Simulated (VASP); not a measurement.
# BaF2 (I4/mmm) in VASP: single point with HSE06

Aim: the single point of BaF2 with HSE06.

Everything below comes from runs of VASP 6.6.1. Logs are shortened: lines on timing, memory, paths and dates and some standing lists are left out, and cuts for length are marked.

### Step 1. The cell of the first run

The structure is tetragonal, space group I4/mmm (No. 139). The conventional cell has a = 4.380 Å, b = 4.380 Å, c = 6.318 Å, α = 90.00°, β = 90.00°, γ = 90.00°. Ba (site symmetry 4/mmm) has 8 F at 2.70 Å within 3.6 Å. Within 3.6 Å of F (site symmetry -4m2) lie 4 Ba at 2.70 Å and 6 F at 3.10 to 3.16 Å.

### Step 2. Single point, HSE06 (uniaxial z strain +2.0%)

Contents of POSCAR:

```
BaF2
1.0
    0.0000000000      3.0971637718      3.1591070472
    3.0971637718      0.0000000000      3.1591070472
    3.0971637718      3.0971637718      0.0000000000
Ba F
1 2
Direct
    0.0000000000      0.0000000000      0.0000000000
    0.2500000000      0.2500000000      0.2500000000
    0.7500000000      0.7500000000      0.7500000000
```

Contents of INCAR.step1:

```
SYSTEM = BaF2
  PREC = Accurate
  ENCUT = 520
  EDIFF = 1E-5
  ISMEAR = 0
  SIGMA = 0.01
  LREAL = .False.
  LASPH = .True.
  NELM = 120
  ALGO = Normal
  ISIF = 2
  LWAVE = .True.
  LCHARG = .False.
  NBANDS = 19
  GGA = PE
  GGA_COMPAT = .False.
  KPAR = 4
```

Contents of INCAR.step2:

```
SYSTEM = BaF2
  PREC = Accurate
  ENCUT = 520
  EDIFF = 1E-6
  ISMEAR = 0
  SIGMA = 0.01
  LREAL = .False.
  LASPH = .True.
  NELM = 120
  ALGO = Normal
  ISIF = 2
  LWAVE = .False.
  LCHARG = .False.
  GGA = PE
  LHFCALC = .True.
  HFSCREEN = 0.2079
  PRECFOCK = Normal
  NBANDS = 19
  ISTART = 1
  GGA_COMPAT = .False.
  KPAR = 4
```

Contents of KPOINTS:

```
regular mesh
0
Gamma
  6 6 6
  0 0 0
```

Potentials or basis: VASP PAW PBE potentials, release 64 (Ba_sv, F).

Run with:

```bash
cat potpaw_PBE.64/Ba_sv/POTCAR potpaw_PBE.64/F/POTCAR > POTCAR
cp INCAR.step1 INCAR
mpirun -np 4 vasp_std > vasp.out
cp INCAR.step2 INCAR
mpirun -np 4 vasp_std > vasp.out
```

OUTCAR:

```text
SYSTEM = BaF2
   PREC = Accurate
   ENCUT = 520
   EDIFF = 1E-6
   ISMEAR = 0
   LREAL = .False.
   LASPH = .True.
   NELM = 120
   ISIF = 2
   GGA = PE
   LHFCALC = .True.
   HFSCREEN = 0.2079
   PRECFOCK = Normal
   ISTART = 1

 ion  position               nearest neighbor table
   1  0.000  0.000  0.000-   3 2.70   3 2.70   3 2.70   2 2.70   3 2.70   2 2.70   2 2.70   2 2.70

   2  0.250  0.250  0.250-   1 2.70   1 2.70   1 2.70   1 2.70
   3  0.750  0.750  0.750-   1 2.70   1 2.70   1 2.70   1 2.70

  LATTYP: Found a body centered tetragonal cell.
 ALAT       =     4.3800510110
 C/A-ratio  =     1.4424978336

  Lattice vectors:

 A1 = (  -3.0971637718,   0.0000000000,   3.1591070472)
 A2 = (   3.0971637718,   0.0000000000,   3.1591070472)
 A3 = (   0.0000000000,   3.0971637718,  -3.1591070472)

Analysis of symmetry for initial positions (statically):
=====================================================================
 Subroutine PRICEL returns:
 Original cell was already a primitive cell.

 Routine SETGRP: Setting up the symmetry group for a
 body centered tetragonal supercell.

 Subroutine GETGRP returns: Found 16 space group operations
 (whereof 16 operations were pure point group operations)
 out of a pool of 16 trial point group operations.

The static configuration has the point symmetry D_4h.

Analysis of symmetry for dynamics (positions and initial velocities):
=====================================================================
 Subroutine PRICEL returns:
 Original cell was already a primitive cell.

 Routine SETGRP: Setting up the symmetry group for a
 body centered tetragonal supercell.

 Subroutine GETGRP returns: Found 16 space group operations
 (whereof 16 operations were pure point group operations)
 out of a pool of 16 trial point group operations.

The dynamic configuration has the point symmetry D_4h.

 Subroutine INISYM returns: Found 16 space group operations
 (whereof 16 operations are pure point group operations),
 and found     1 'primitive' translations

----------------------------------------------------------------------------------------

                                     Primitive cell

  volume of cell :      60.6070

  direct lattice vectors                    reciprocal lattice vectors
     0.000000000  3.097163772  3.159107047    -0.161438024  0.161438024  0.158272573
     3.097163772  0.000000000  3.159107047     0.161438024 -0.161438024  0.158272573
     3.097163772  3.097163772  0.000000000     0.161438024  0.161438024 -0.158272573

  length of vectors
     4.424068350  4.424068350  4.380051011     0.277803309  0.277803309  0.277803309

  position of ions in fractional coordinates (direct lattice)
     0.000000000  0.000000000  0.000000000
     0.250000000  0.250000000  0.250000000
     0.750000000  0.750000000  0.750000000

  ion indices of the primitive-cell ions
   primitive index   ion index
                 1           1
                 2           2
                 3           3

----------------------------------------------------------------------------------------

 KPOINTS: regular mesh

Automatic generation of k-mesh.
 Grid dimensions read from file:
 generate k-points for:    6    6    6

 Generating k-lattice:

  Cartesian coordinates                     Fractional coordinates (reciprocal lattice)
    -0.026906337  0.026906337  0.026378762     0.166666667  0.000000000  0.000000000
     0.026906337 -0.026906337  0.026378762     0.000000000  0.166666667  0.000000000
     0.026906337  0.026906337 -0.026378762     0.000000000  0.000000000  0.166666667

  Length of vectors
     0.046300552  0.046300552  0.046300552

  Shift w.r.t. Gamma in fractional coordinates (k-lattice)
     0.000000000  0.000000000  0.000000000

 Subroutine IBZKPT returns following result:
 ===========================================

 Found     30 irreducible k-points:

 Following reciprocal coordinates:
            Coordinates               Weight
  0.000000  0.000000  0.000000      1.000000
  0.166667  0.000000  0.000000      8.000000
  0.333333  0.000000  0.000000      8.000000
  0.500000  0.000000  0.000000      4.000000
  0.166667  0.166667  0.000000      2.000000
  0.333333  0.166667  0.000000      8.000000
[... 16 lines left out ...]
  0.333333  0.000000  0.333333      4.000000
  0.500000  0.000000  0.333333     16.000000
 [... further k-points ...]
   k-points           NKPTS =     30   k-points in BZ     NKDIM =    216   number of bands    NBANDS=     19
   number of dos      NEDOS =    301   number of ions     NIONS =      3
   total plane-waves  NPLWV =  46656
   dimension x,y,z NGX =    36 NGY =   36 NGZ =   36
   dimension x,y,z NGXF=    72 NGYF=   72 NGZF=   72
   ions per type =               1   2
   NGX,Y,Z   is equivalent  to a cutoff of  13.53, 13.53, 13.66 a.u.
   NGXF,Y,Z  is equivalent  to a cutoff of  27.06, 27.06, 27.33 a.u.
 SYSTEM =  BaF2
   PREC   = accura    normal or accurate (medium, high low for compatibility)
   ISTART =      1    job   : 0-new  1-cont  2-samecut
   ICHARG =      0    charge: 1-file 2-atom 10-const
   ISPIN  =      1    spin polarized calculation?
   LNONCOLLINEAR =      F non collinear calculations
   LSORBIT =      F    spin-orbit coupling
   LASPH  =      T    aspherical Exc in radial PAW
   ENCUT  =  520.0 eV  38.22 Ry    6.18 a.u.   8.23  8.23  8.14*2*pi/ulx,y,z
   NELM   =    120;   NELMIN=  2; NELMDL=  0     # of ELM steps
   EDIFF  = 0.1E-05   stopping-criterion for ELM
   LREAL  =      F    real-space projection
   EDIFFG = 0.1E-04   stopping-criterion for IOM
   NSW    =      0    number of steps for IOM
   IBRION =     -1    ionic relax: 0-MD 1-quasi-New 2-CG
   NFREE  =      0    steps in history (QN), initial steepest desc. (CG)
   ISIF   =      2    stress and relaxation
   ISYM   =      3    0-nonsym 1-usesym 2-fastsym
   POTIM  = 0.5000    time-step for ionic-motion
   TEBEG  =    0.0;   TEEND  =   0.0 temperature during run
   PSTRESS=    0.0 pullay stress
   NELECT =      24.0000    total number of electrons
   NUPDOWN=      -1.0000    fix difference up-down
   EMIN   =  10.00;   EMAX   =-10.00  energy-range for DOS
   EFERMI =   0.00;   METHOD = LEGACY
   ISMEAR =     0;   SIGMA  =   0.01  broadening in eV -4-tet -1-fermi 0-gaus
   EFERMI_NEDOS =   21; number of points for ismear=-14 and -15
   IALGO  =     38    algorithm
   IMIX   =      1    mixing-type and parameters
     AMIX     =   0.40;   BMIX     =  1.00
     AMIX_MAG =   1.60;   BMIX_MAG =  1.00
  volume/ion in A,a.u.               =      20.20       136.33
  Fermi-wavevector in a.u.,A,eV,Ry     =   1.202184  2.271799 19.663777  1.445247
  Thomas-Fermi vector in A             =   2.337973
   LORBIT       =      0    0 simple, 1 ext, 2 COOP (PROOUT), +10 PAW based schemes
   GGA     = PE    functional components
   LHFCALC =     T    Hartree Fock is set to
   PRECFOCK=normal    Normal, Fast or Accurate (Low or Medium for compatibility)
   ENCUT4O =  -1.0   cutoff for four orbital integrals eV
   NKREDX  =     1    reduce k-point grid by
   NKREDY  =     1    reduce k-point grid by
   NKREDZ  =     1    reduce k-point grid by
   AEXX    =    0.2500 exact exchange contribution
   HFSCREEN=    0.2079 screening length (either q_TF or 0.3 A-1)
   HFSCREENC=   0.2079 screening length for correlation (either q_TF or 0.3 A-1)
   ENCUTFOCK=  -1.0 apply spherical cutoff to Coloumb kernel
   IVDW    =     0    specifies the selected vdW correction
   LEPSILON=     F    determine dielectric tensor
   LRPA    =     F    only Hartree local field effects (RPA)
 non-spin polarized calculation
 Gauss-broadening in eV      SIGMA  =   0.01
  energy-cutoff  :      520.00
  volume of cell :       60.61
 maximum number of plane-waves:      1647
 NGX is ok and might be reduce to    36
  NGX = 28; NGY = 28; NGZ = 28

 number of electron      24.0000011 magnetization

 Free energy of the ion-electron system (eV)
  ---------------------------------------------------
  ext. energy  EPLUGINS =         0.00000000
  ---------------------------------------------------
  free energy    TOTEN  =       -20.37922959 eV

  energy without entropy =      -20.37922959  energy(sigma->0) =      -20.37922959

 E-fermi :  -3.6290     XC(G=0):  -7.1231

 val. band max:       -3.6906967838   @ k =  -0.1667   0.0000   0.1667
 cond. band min:       4.9171416957   @ k =   0.0000   0.0000   0.0000
 fundamental gap:      8.6078384795
 Fermi energy:        -3.6289889985

 k-point     1 :       0.0000    0.0000    0.0000
  band No.  band energies     occupation
      1     -27.7944      2.00000
      2     -24.1901      2.00000
      3     -24.0712      2.00000
      4     -11.5235      2.00000
      5     -11.5189      2.00000
      6     -11.5189      2.00000
[... 11 lines left out ...]
     18       9.8803      0.00000
     19      13.5737      0.00000

 k-point     2 :       0.1667    0.0000    0.0000
  band No.  band energies     occupation
      1     -27.7338      2.00000
      2     -24.2167      2.00000
      3     -24.1405      2.00000
      4     -11.5751      2.00000
      5     -11.5676      2.00000
      6     -11.5624      2.00000
[... 11 lines left out ...]
     18       9.8961      0.00000
     19      12.6436      0.00000

 k-point     3 :       0.3333    0.0000    0.0000
  band No.  band energies     occupation
      1     -27.6039      2.00000
      2     -24.3361      2.00000
      3     -24.2236      2.00000
      4     -11.6763      2.00000
      5     -11.6469      2.00000
      6     -11.6459      2.00000
[... 11 lines left out ...]
     18       9.9549      0.00000
     19      11.7948      0.00000

 k-point     4 :       0.5000    0.0000    0.0000
  band No.  band energies     occupation
      1     -27.5336      2.00000
      2     -24.4209      2.00000
      3     -24.2455      2.00000
      4     -11.7229      2.00000
      5     -11.6859      2.00000
      6     -11.6818      2.00000
[... 11 lines left out ...]
     18      10.0133      0.00000
     19      12.2902      0.00000

 k-point     5 :       0.1667    0.1667    0.0000
  band No.  band energies     occupation
      1     -27.7143      2.00000
      2     -24.2173      2.00000
      3     -24.1723      2.00000
      4     -11.6298      2.00000
      5     -11.6298      2.00000
      6     -11.4772      2.00000
[... 11 lines left out ...]
     18       9.9668      0.00000
     19      13.6913      0.00000
[... 334 lines left out ...]
      2     -24.3677      2.00000
      3     -24.3307      2.00000
      4     -11.8603      2.00000
      5     -11.7457      2.00000
      6     -11.5428      2.00000
[... 11 lines left out ...]
     18      10.8170      0.00000
     19      12.7082      0.00000

 k-point    22 :      -0.3333    0.5000    0.1667
  band No.  band energies     occupation
      1     -27.4411      2.00000
      2     -24.4607      2.00000
      3     -24.3475      2.00000
      4     -11.9581      2.00000
      5     -11.7900      2.00000
      6     -11.4776      2.00000
[... 11 lines left out ...]
     18      12.7530      0.00000
     19      13.0264      0.00000

 k-point    23 :       0.3333    0.0000    0.3333
  band No.  band energies     occupation
      1     -27.5353      2.00000
      2     -24.3736      2.00000
      3     -24.2863      2.00000
      4     -11.8684      2.00000
      5     -11.8430      2.00000
      6     -11.4050      2.00000
[... 11 lines left out ...]
     18      10.2430      0.00000
     19      13.5528      0.00000

 k-point    24 :       0.5000    0.0000    0.3333
  band No.  band energies     occupation
      1     -27.4626      2.00000
      2     -24.4391      2.00000
      3     -24.3295      2.00000
      4     -11.9115      2.00000
      5     -11.8812      2.00000
      6     -11.4467      2.00000
[... 11 lines left out ...]
     18      11.3034      0.00000
     19      12.6624      0.00000

 [... further k-points ...]

------------------------ aborting loop because EDIFF is reached ----------------------------------------

  FORCE on cell =-STRESS in cart. coord.  units (eV):
  Direction    XX          YY          ZZ          XY          YZ          ZX
  --------------------------------------------------------------------------------------
  -------------------------------------------------------------------------------------
  Total        0.1936387      0.1936387     -0.1935776      0.0000000     -0.0000000     -0.0000000
  in kB        5.1189410      5.1189410     -5.1173248      0.0000000     -0.0000000     -0.0000000
  external PRESSURE =       1.7068524 kB  Pullay stress =       0.0000000 kB

 VOLUME and BASIS-vectors are now :
 -----------------------------------------------------------------------------
  energy-cutoff  :      520.00
  volume of cell :       60.61
      direct lattice vectors                 reciprocal lattice vectors
     0.000000000  3.097163772  3.159107047    -0.161438024  0.161438024  0.158272573
     3.097163772  0.000000000  3.159107047     0.161438024 -0.161438024  0.158272573
     3.097163772  3.097163772  0.000000000     0.161438024  0.161438024 -0.158272573

 POSITION                                       TOTAL-FORCE (eV/Angst)
 -----------------------------------------------------------------------------------
      0.00000      0.00000      0.00000        -0.000000     -0.000000      0.000000
      1.54858      1.54858      1.57955         0.000000     -0.000000     -0.000000
      4.64575      4.64575      4.73866        -0.000000      0.000000      0.000000
 -----------------------------------------------------------------------------------
    total drift:                                0.000000      0.000000      0.000004

  FREE ENERGIE OF THE ION-ELECTRON SYSTEM (eV)
  ---------------------------------------------------
  free  energy   TOTEN  =       -20.3792295860 eV

  energy  without entropy=      -20.3792295860  energy(sigma->0) =      -20.37922959
```

Wall time 1.5 h (4 MPI ranks of Intel Xeon Platinum 8375C at 2.90GHz (Ice Lake), shared host); peak memory 0.34 GiB.

Results:

```yaml
Free_energy: -20.3792 eV
Pressure: 0.2 GPa
Band_gap_on_the_k_mesh: 8.61 eV (least direct gap 8.67 eV)
```

Levels at points of the mesh, in eV from the valence-band top:
| k point | band 10 | band 11 | band 12 | band 13 | band 14 | band 15 |
| --- | --- | --- | --- | --- | --- | --- |
| (0.00, 0.00, 0.00) | -0.11 | -0.06 | -0.06 | 8.61 | 11.14 | 11.32 |
| (0.50, 0.00, 0.00) | -0.35 | -0.18 | -0.15 | 11.09 | 11.21 | 11.21 |
| (0.50, 0.50, 0.00) | -0.34 | -0.34 | -0.20 | 9.12 | 10.92 | 12.76 |
| (0.50, 0.00, 0.50) | -0.33 | -0.28 | -0.12 | 9.13 | 11.10 | 12.75 |

Caveat: the cell differs from its parent crystal (uniaxial z strain +2.0%); the PAW data sets were made with another functional, which shifts forces and pressure a little; spin-orbit coupling is left out, which moves the levels of the heavy elements.
